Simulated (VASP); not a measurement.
# Os (Fm-3m) in VASP: notebook

Runs on Os. Level: PBE. Tasks: single point.

Program: VASP 6.6.1. These are calculated values, not measurements. Logs are shortened: lines on timing, memory, paths and dates and some standing lists are left out, and cuts for length are marked.

**1. The cell of the first run**

The structure is cubic, space group Fm-3m (No. 225). Conventional cell: a = 3.896 Å, b = 3.896 Å, c = 3.896 Å, α = 90.00°, β = 90.00°, γ = 90.00°. Within 3.6 Å of Os (site symmetry m-3m) lie 12 Os at 2.75 Å.

This isn't the form of Os at room conditions, which is hcp.

**2. Single point, PBE (14.78 Å³/atom)**

File INCAR:

```
SYSTEM = Os
PREC = Accurate
ENCUT = 600
EDIFF = 1E-6
ISMEAR = 0
SIGMA = 0.05
LREAL = .FALSE.
LASPH = .TRUE.
NELM = 120
ALGO = Normal
ISIF = 2
LWAVE = .FALSE.
LCHARG = .FALSE.
GGA = PE
NBANDS = 10
GGA_COMPAT = .FALSE.
```

File KPOINTS:

```
regular mesh
0
G
  8 8 8
  0 0 0
```

File POSCAR:

```
Os
1.0
    0.0000000000      1.9479114773      1.9479114773
    1.9479114773      0.0000000000      1.9479114773
    1.9479114773      1.9479114773      0.0000000000
Os
1
Direct
    0.0000000000      0.0000000000      0.0000000000
```

Potentials or basis: VASP PAW PBE potentials, release 64 (Os).

On the command line:

```sh
cat potpaw_PBE.64/Os/POTCAR > POTCAR
mpirun -np 1 vasp_std > vasp.out
```

OUTCAR:

```text
SYSTEM = Os
   PREC = Accurate
   ENCUT = 600
   EDIFF = 1E-6
   ISMEAR = 0
   LREAL = .FALSE.
   LASPH = .TRUE.
   NELM = 120
   ISIF = 2
   GGA = PE

 ion  position               nearest neighbor table
   1  0.000  0.000  0.000-

  LATTYP: Found a face centered cubic cell.
 ALAT       =     3.8958229546

  Lattice vectors:

 A1 = (   0.0000000000,   1.9479114773,   1.9479114773)
 A2 = (   1.9479114773,   0.0000000000,   1.9479114773)
 A3 = (   1.9479114773,   1.9479114773,   0.0000000000)

Analysis of symmetry for initial positions (statically):
=====================================================================
 Subroutine PRICEL returns:
 Original cell was already a primitive cell.

 Routine SETGRP: Setting up the symmetry group for a
 face centered cubic supercell.

 Subroutine GETGRP returns: Found 48 space group operations
 (whereof 48 operations were pure point group operations)
 out of a pool of 48 trial point group operations.

The static configuration has the point symmetry O_h .

Analysis of symmetry for dynamics (positions and initial velocities):
=====================================================================
 Subroutine PRICEL returns:
 Original cell was already a primitive cell.

 Routine SETGRP: Setting up the symmetry group for a
 face centered cubic supercell.

 Subroutine GETGRP returns: Found 48 space group operations
 (whereof 48 operations were pure point group operations)
 out of a pool of 48 trial point group operations.

The dynamic configuration has the point symmetry O_h .

 Subroutine INISYM returns: Found 48 space group operations
 (whereof 48 operations are pure point group operations),
 and found     1 'primitive' translations

----------------------------------------------------------------------------------------

                                     Primitive cell

  volume of cell :      14.7822

  direct lattice vectors                    reciprocal lattice vectors
     0.000000000  1.947911477  1.947911477    -0.256685176  0.256685176  0.256685176
     1.947911477  0.000000000  1.947911477     0.256685176 -0.256685176  0.256685176
     1.947911477  1.947911477  0.000000000     0.256685176  0.256685176 -0.256685176

  length of vectors
     2.754762829  2.754762829  2.754762829     0.444591766  0.444591766  0.444591766

  position of ions in fractional coordinates (direct lattice)
     0.000000000  0.000000000  0.000000000

  ion indices of the primitive-cell ions
   primitive index   ion index
                 1           1

----------------------------------------------------------------------------------------

 KPOINTS: regular mesh

Automatic generation of k-mesh.
 Grid dimensions read from file:
 generate k-points for:    8    8    8

 Generating k-lattice:

  Cartesian coordinates                     Fractional coordinates (reciprocal lattice)
    -0.032085647  0.032085647  0.032085647     0.125000000  0.000000000  0.000000000
     0.032085647 -0.032085647  0.032085647     0.000000000  0.125000000  0.000000000
     0.032085647  0.032085647 -0.032085647     0.000000000  0.000000000  0.125000000

  Length of vectors
     0.055573971  0.055573971  0.055573971

  Shift w.r.t. Gamma in fractional coordinates (k-lattice)
     0.000000000  0.000000000  0.000000000

 Subroutine IBZKPT returns following result:
 ===========================================

 Found     29 irreducible k-points:

 Following reciprocal coordinates:
            Coordinates               Weight
  0.000000  0.000000  0.000000      1.000000
  0.125000  0.000000  0.000000      8.000000
  0.250000  0.000000  0.000000      8.000000
  0.375000  0.000000  0.000000      8.000000
  0.500000  0.000000  0.000000      4.000000
  0.125000  0.125000  0.000000      6.000000
[... 16 lines left out ...]
  0.500000  0.250000  0.125000     48.000000
 -0.375000  0.250000  0.125000     24.000000
 [... further k-points ...]
   k-points           NKPTS =     29   k-points in BZ     NKDIM =     29   number of bands    NBANDS=     10
   number of dos      NEDOS =    301   number of ions     NIONS =      1
   total plane-waves  NPLWV =  13824
   dimension x,y,z NGX =    24 NGY =   24 NGZ =   24
   dimension x,y,z NGXF=    48 NGYF=   48 NGZF=   48
   ions per type =               1
   NGX,Y,Z   is equivalent  to a cutoff of  14.48, 14.48, 14.48 a.u.
   NGXF,Y,Z  is equivalent  to a cutoff of  28.97, 28.97, 28.97 a.u.
 SYSTEM =  Os
   PREC   = accura    normal or accurate (medium, high low for compatibility)
   ISTART =      0    job   : 0-new  1-cont  2-samecut
   ICHARG =      2    charge: 1-file 2-atom 10-const
   ISPIN  =      1    spin polarized calculation?
   LNONCOLLINEAR =      F non collinear calculations
   LSORBIT =      F    spin-orbit coupling
   LASPH  =      T    aspherical Exc in radial PAW
   ENCUT  =  600.0 eV  44.10 Ry    6.64 a.u.   5.50  5.50  5.50*2*pi/ulx,y,z
   NELM   =    120;   NELMIN=  2; NELMDL= -5     # of ELM steps
   EDIFF  = 0.1E-05   stopping-criterion for ELM
   LREAL  =      F    real-space projection
   EDIFFG = 0.1E-04   stopping-criterion for IOM
   NSW    =      0    number of steps for IOM
   IBRION =     -1    ionic relax: 0-MD 1-quasi-New 2-CG
   NFREE  =      0    steps in history (QN), initial steepest desc. (CG)
   ISIF   =      2    stress and relaxation
   ISYM   =      2    0-nonsym 1-usesym 2-fastsym
   POTIM  = 0.5000    time-step for ionic-motion
   TEBEG  =    0.0;   TEEND  =   0.0 temperature during run
   PSTRESS=    0.0 pullay stress
   NELECT =       8.0000    total number of electrons
   NUPDOWN=      -1.0000    fix difference up-down
   EMIN   =  10.00;   EMAX   =-10.00  energy-range for DOS
   EFERMI =   0.00;   METHOD = LEGACY
   ISMEAR =     0;   SIGMA  =   0.05  broadening in eV -4-tet -1-fermi 0-gaus
   EFERMI_NEDOS =   21; number of points for ismear=-14 and -15
   IALGO  =     38    algorithm
   IMIX   =      4    mixing-type and parameters
     AMIX     =   0.40;   BMIX     =  1.00
     AMIX_MAG =   1.60;   BMIX_MAG =  1.00
  volume/ion in A,a.u.               =      14.78        99.75
  Fermi-wavevector in a.u.,A,eV,Ry     =   1.334112  2.521106 24.216394  1.779855
  Thomas-Fermi vector in A             =   2.462918
   LORBIT       =      0    0 simple, 1 ext, 2 COOP (PROOUT), +10 PAW based schemes
   GGA     = PE    functional components
   LHFCALC =     F    Hartree Fock is set to
   AEXX    =    0.0000 exact exchange contribution
   IVDW    =     0    specifies the selected vdW correction
   LEPSILON=     F    determine dielectric tensor
   LRPA    =     F    only Hartree local field effects (RPA)
 non-spin polarized calculation
 Gauss-broadening in eV      SIGMA  =   0.05
  energy-cutoff  :      600.00
  volume of cell :       14.78
 maximum number of plane-waves:       531
 NGX is ok and might be reduce to    24
   NGX = 11   NGY = 11   NGZ = 11

 number of electron       8.0000000 magnetization

 Free energy of the ion-electron system (eV)
  ---------------------------------------------------
  ext. energy  EPLUGINS =         0.00000000
  ---------------------------------------------------
  free energy    TOTEN  =       -11.10696901 eV

  energy without entropy =      -11.10386347  energy(sigma->0) =      -11.10541624

 E-fermi :   8.3438     XC(G=0): -13.7412

 val. band max:        8.3380032393   @ k =   0.5000   0.0000   0.0000
 cond. band min:       8.3813477678   @ k =  -0.2500   0.2500   0.0000
 fundamental gap:      0.0433445285
 Fermi energy:         8.3437967195

 k-point     1 :       0.0000    0.0000    0.0000
  band No.  band energies     occupation
      1      -1.7949      2.00000
      2       5.7649      2.00000
      3       5.7649      2.00000
      4       5.7649      2.00000
      5       8.5553      0.00000
      6       8.5553      0.00000
      7      22.8319      0.00000
      8      28.3062      0.00000
      9      28.3062      0.00000
     10      28.3062      0.00000

 k-point     2 :       0.1250    0.0000    0.0000
  band No.  band energies     occupation
      1      -1.1282      2.00000
      2       5.4117      2.00000
      3       6.0356      2.00000
      4       6.0356      2.00000
      5       8.3954      0.14419
      6       8.3954      0.14419
      7      23.9847      0.00000
      8      25.8085      0.00000
      9      29.4736      0.00000
     10      29.4736      0.00000

 k-point     3 :       0.2500    0.0000    0.0000
  band No.  band energies     occupation
      1       0.4130      2.00000
      2       5.1289      2.00000
      3       6.2054      2.00000
      4       6.2054      2.00000
      5       8.7308      0.00000
      6       8.7308      0.00000
      7      22.4887      0.00000
      8      25.6646      0.00000
      9      32.3872      0.00000
     10      32.3884      0.00000

 k-point     4 :       0.3750    0.0000    0.0000
  band No.  band energies     occupation
      1       1.2742      2.00000
      2       5.8258      2.00000
      3       5.8258      2.00000
      4       6.6151      2.00000
      5      10.0208      0.00000
      6      10.0208      0.00000
      7      19.1864      0.00000
      8      23.4114      0.00000
      9      30.1272      0.00000
     10      30.1272      0.00000
[... 222 lines left out ...]
 k-point    22 :       0.3750    0.2500    0.1250
  band No.  band energies     occupation
      1       1.7978      2.00000
      2       4.0161      2.00000
      3       5.5973      2.00000
      4       7.8401      2.00000
      5       7.8472      2.00000
      6      10.5890      0.00000
      7      23.2318      0.00000
      8      26.1670      0.00000
      9      27.3106      0.00000
     10      29.1564      0.00000

 k-point    23 :       0.5000    0.2500    0.1250
  band No.  band energies     occupation
      1       2.7687      2.00000
      2       4.4731      2.00000
      3       4.9370      2.00000
      4       7.3793      2.00000
      5       9.6167      0.00000
      6      12.5845      0.00000
      7      19.4269      0.00000
      8      24.5703      0.00000
      9      25.5840      0.00000
     10      30.2702      0.00000

 k-point    24 :      -0.3750    0.2500    0.1250
  band No.  band energies     occupation
      1       2.8372      2.00000
      2       4.2452      2.00000
      3       5.8854      2.00000
      4       7.0576      2.00000
      5      10.4188      0.00000
      6      14.6094      0.00000
      7      16.1285      0.00000
      8      24.6337      0.00000
      9      24.9704      0.00000
     10      28.4229      0.00000

 [... further k-points ...]

------------------------ aborting loop because EDIFF is reached ----------------------------------------

  FORCE on cell =-STRESS in cart. coord.  units (eV):
  Direction    XX          YY          ZZ          XY          YZ          ZX
  --------------------------------------------------------------------------------------
  -------------------------------------------------------------------------------------
  Total       -1.0626747     -1.0626747     -1.0626747      0.0000000     -0.0000000     -0.0000000
  in kB     -115.1789916   -115.1789916   -115.1789916      0.0000000     -0.0000000     -0.0000000
  external PRESSURE =    -115.1789916 kB  Pullay stress =       0.0000000 kB

 VOLUME and BASIS-vectors are now :
 -----------------------------------------------------------------------------
  energy-cutoff  :      600.00
  volume of cell :       14.78
      direct lattice vectors                 reciprocal lattice vectors
     0.000000000  1.947911477  1.947911477    -0.256685176  0.256685176  0.256685176
     1.947911477  0.000000000  1.947911477     0.256685176 -0.256685176  0.256685176
     1.947911477  1.947911477  0.000000000     0.256685176  0.256685176 -0.256685176

 POSITION                                       TOTAL-FORCE (eV/Angst)
 -----------------------------------------------------------------------------------
      0.00000      0.00000      0.00000         0.000000      0.000000      0.000000
 -----------------------------------------------------------------------------------
    total drift:                                0.000000     -0.000000     -0.000000

  FREE ENERGIE OF THE ION-ELECTRON SYSTEM (eV)
  ---------------------------------------------------
  free  energy   TOTEN  =       -11.1069690110 eV

  energy  without entropy=      -11.1038634685  energy(sigma->0) =      -11.10541624
```

Wall time 5.8 s (1 thread of AMD EPYC 7R13 (Zen 3), shared host); peak memory 0.11 GiB.

What came out:

```
Free energy            : -11.1070 eV
Pressure               : -11.5 GPa
Band gap on the k mesh : zero (bands 4 and 5 overlap by 3.10 eV)
```

Caveat: the cell stands under tension; spin-orbit coupling is left out, which moves the levels of the heavy elements.

**3. Single point, PBE (14.33 Å³/atom)**

This run uses another cell than the first one, of 14.33 Å³/atom.

File INCAR:

```
SYSTEM = Os
PREC     = Accurate       ! precision mode
ENCUT    = 600            ! plane-wave cutoff, eV
EDIFF    = 1E-6           ! SCF threshold, eV
ISMEAR   = 0              ! smearing method
SIGMA    = 0.05           ! smearing width, eV
LREAL    = .FALSE.        ! projectors in reciprocal space
LASPH    = .TRUE.         ! aspherical terms in the spheres
NELM     = 120            ! most SCF steps
ALGO     = Normal         ! electronic algorithm
ISIF     = 2              ! what is computed and relaxed
LWAVE    = .FALSE.        ! write WAVECAR
LCHARG   = .FALSE.        ! write CHGCAR
GGA      = PE             ! functional
NBANDS   = 10             ! bands
GGA_COMPAT= .FALSE.
```

KPOINTS is that of step 2.

File POSCAR:

```
Os
1.0
    0.0000000000      1.9278827483      1.9278827483
    1.9278827483      0.0000000000      1.9278827483
    1.9278827483      1.9278827483      0.0000000000
Os
1
Direct
    0.0000000000      0.0000000000      0.0000000000
```

Potentials or basis: VASP PAW PBE potentials, release 64 (Os).

On the command line:

```sh
cat potpaw_PBE.64/Os/POTCAR > POTCAR
mpirun -np 1 vasp_std > vasp.out
```

OUTCAR:

```text
SYSTEM = Os
   PREC = Accurate
   ENCUT = 600
   EDIFF = 1E-6
   ISMEAR = 0
   LREAL = .FALSE.
   LASPH = .TRUE.
   NELM = 120
   ISIF = 2
   GGA = PE

 ion  position               nearest neighbor table
   1  0.000  0.000  0.000-

  LATTYP: Found a face centered cubic cell.
 ALAT       =     3.8557654966

  Lattice vectors:

 A1 = (   0.0000000000,   1.9278827483,   1.9278827483)
 A2 = (   1.9278827483,   0.0000000000,   1.9278827483)
 A3 = (   1.9278827483,   1.9278827483,   0.0000000000)

Analysis of symmetry for initial positions (statically):
=====================================================================
 Subroutine PRICEL returns:
 Original cell was already a primitive cell.

 Routine SETGRP: Setting up the symmetry group for a
 face centered cubic supercell.

 Subroutine GETGRP returns: Found 48 space group operations
 (whereof 48 operations were pure point group operations)
 out of a pool of 48 trial point group operations.

The static configuration has the point symmetry O_h .

Analysis of symmetry for dynamics (positions and initial velocities):
=====================================================================
 Subroutine PRICEL returns:
 Original cell was already a primitive cell.

 Routine SETGRP: Setting up the symmetry group for a
 face centered cubic supercell.

 Subroutine GETGRP returns: Found 48 space group operations
 (whereof 48 operations were pure point group operations)
 out of a pool of 48 trial point group operations.

The dynamic configuration has the point symmetry O_h .

 Subroutine INISYM returns: Found 48 space group operations
 (whereof 48 operations are pure point group operations),
 and found     1 'primitive' translations

----------------------------------------------------------------------------------------

                                     Primitive cell
[... 112 lines left out ...]
  Thomas-Fermi vector in A             =   2.475679
   LORBIT       =      0    0 simple, 1 ext, 2 COOP (PROOUT), +10 PAW based schemes
   GGA     = PE    functional components
   LHFCALC =     F    Hartree Fock is set to
   AEXX    =    0.0000 exact exchange contribution
   IVDW    =     0    specifies the selected vdW correction
   LEPSILON=     F    determine dielectric tensor
   LRPA    =     F    only Hartree local field effects (RPA)
 non-spin polarized calculation
 Gauss-broadening in eV      SIGMA  =   0.05
  energy-cutoff  :      600.00
  volume of cell :       14.33
 maximum number of plane-waves:       531
 NGX is ok and might be reduce to    24
   NGX = 11   NGY = 11   NGZ = 11

 number of electron       8.0000000 magnetization

 Free energy of the ion-electron system (eV)
  ---------------------------------------------------
  ext. energy  EPLUGINS =         0.00000000
  ---------------------------------------------------
  free energy    TOTEN  =       -11.12367656 eV

  energy without entropy =      -11.12078638  energy(sigma->0) =      -11.12223147

 E-fermi :   8.7821     XC(G=0): -13.9194

 val. band max:        8.7732339028   @ k =   0.5000   0.0000   0.0000
 cond. band min:       8.8228755954   @ k =  -0.2500   0.2500   0.0000
 fundamental gap:      0.0496416926
 Fermi energy:         8.7820650426

 k-point     1 :       0.0000    0.0000    0.0000
  band No.  band energies     occupation
      1      -1.6193      2.00000
      2       6.0865      2.00000
      3       6.0865      2.00000
      4       6.0865      2.00000
      5       9.0171      0.00000
      6       9.0171      0.00000
      7      23.2706      0.00000
      8      28.9270      0.00000
      9      28.9270      0.00000
     10      28.9270      0.00000
[... 287 lines left out ...]
 k-point    24 :      -0.3750    0.2500    0.1250
  band No.  band energies     occupation
      1       3.0667      2.00000
      2       4.4894      2.00000
      3       6.2352      2.00000
      4       7.4345      2.00000
      5      10.9697      0.00000
      6      15.2801      0.00000
      7      16.9025      0.00000
      8      25.3312      0.00000
      9      25.8720      0.00000
     10      29.2060      0.00000

 [... further k-points ...]

------------------------ aborting loop because EDIFF is reached ----------------------------------------

  FORCE on cell =-STRESS in cart. coord.  units (eV):
  Direction    XX          YY          ZZ          XY          YZ          ZX
  --------------------------------------------------------------------------------------
  -------------------------------------------------------------------------------------
  Total       -0.0042211     -0.0042211     -0.0042211      0.0000000      0.0000000      0.0000000
  in kB       -0.4719197     -0.4719197     -0.4719197      0.0000000      0.0000000      0.0000000
  external PRESSURE =      -0.4719197 kB  Pullay stress =       0.0000000 kB

 VOLUME and BASIS-vectors are now :
 -----------------------------------------------------------------------------
  energy-cutoff  :      600.00
  volume of cell :       14.33
      direct lattice vectors                 reciprocal lattice vectors
     0.000000000  1.927882748  1.927882748    -0.259351872  0.259351872  0.259351872
     1.927882748  0.000000000  1.927882748     0.259351872 -0.259351872  0.259351872
     1.927882748  1.927882748  0.000000000     0.259351872  0.259351872 -0.259351872

 POSITION                                       TOTAL-FORCE (eV/Angst)
 -----------------------------------------------------------------------------------
      0.00000      0.00000      0.00000         0.000000      0.000000      0.000000
 -----------------------------------------------------------------------------------
    total drift:                                0.000000     -0.000000     -0.000000

  FREE ENERGIE OF THE ION-ELECTRON SYSTEM (eV)
  ---------------------------------------------------
  free  energy   TOTEN  =       -11.1236765638 eV

  energy  without entropy=      -11.1207863836  energy(sigma->0) =      -11.12223147
```

It took 5.8 s on 1 thread of AMD EPYC 7R13 (Zen 3), shared host; peak memory 0.11 GiB.

What came out:

```
Free energy            : -11.1237 eV
Pressure               : 0.0 GPa
Band gap on the k mesh : zero (bands 4 and 5 overlap by 3.21 eV)
```

Caveat: spin-orbit coupling is left out, which moves the levels of the heavy elements.

The gap in the log of VASP goes by the Fermi energy; the results here count the filled bands.